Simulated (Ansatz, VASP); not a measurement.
## One calculation of SnO, two programs

```
Sn O
1.0
     3.88140    0.00000    0.00000
     0.00000    3.88140    0.00000
     0.00000    0.00000    4.68119
Sn O
2 2
Direct
  0.00000 0.50000 0.24028
  0.50000 0.00000 0.75972
  0.50000 0.50000 0.00000
  0.00000 0.00000 0.00000
```

Alike in both runs: task single point; functional PBEsol; k mesh 14 × 14 × 12; occupations gaussian, width 0.1 eV; no spin polarisation.

```csv
,VASP,Ansatz
version,VASP 6.6.1,Ansatz 0.2.0
potentials or method,"VASP PAW PBE potentials, release 64 (Sn_d, O), cutoff 520 eV","scalar-relativistic, plane waves, PAW"
valence electrons in the cell,40,40
```

```tsv
	VASP	Ansatz	Ansatz less VASP
gap on the k mesh at the Fermi level (eV)	0.22	0.21	-0.005
least direct gap on the mesh (eV)	1.80	1.81	+0.012
pressure (GPa)	-1.9	-2.2	-0.21
traceless stress, the component that is largest in VASP (GPa)	2.14	2.15	+0.006
rms of the force components (eV/Å)	0.033	0.000	-0.0330
```

VASP's potentials were made for PBE, not for PBEsol. Atom by atom the forces differ by 0.033 eV/Å (rms over components).
